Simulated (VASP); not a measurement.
Input of a VASP 6.6.1 run:

Contents of INCAR:

```
  AGGAC = 1.0
  AGGAX = 1.0
  ALDAC = 0.0
  ALDAX = 1.0
  ALGO = Normal
  EDIFF = 1E-7
  ENCUT = 520
  GGA = B5
  GGA_COMPAT = False
  ISIF = 2
  ISMEAR = -1
  LASPH = True
  LCHARG = True
  LMAXMIX = 4
  LORBIT = 11
  LORBMOM = True
  LREAL = False
  LSORBIT = True
  LVHAR = True
  LWAVE = False
  MAGMOM = 0 0 1
  NBANDS = 26
  NELM = 150
  PREC = Accurate
  SIGMA = 0.05
```

KPOINTS

```
k-points
0
Gamma
  14 14 14
```

POSCAR

```
Rh
1.0
    0.0000000000      1.9497196818      1.9497196818
    1.9497196818      0.0000000000      1.9497196818
    1.9497196818      1.9497196818      0.0000000000
Rh
1
Direct
    0.0000000000      0.0000000000      0.0000000000
```

Potentials or basis: VASP PAW PBE potentials, release 64 (Rh_pv).

Command:

```console
$ cat potpaw_PBE.64/Rh_pv/POTCAR > POTCAR
$ mpirun -np 1 vasp_ncl > vasp.out
```

Task: Estimate the net moment.

Result: 0.00 μB per cell.

Task: What does it give for the pressure?

Result: 0.9 GPa.

Moments on the atoms (μB; x, y, z):
```
Rh  0.00 0.00 0.00
```

Caveat: the PAW data sets were made with another functional, which shifts forces and pressure a little.
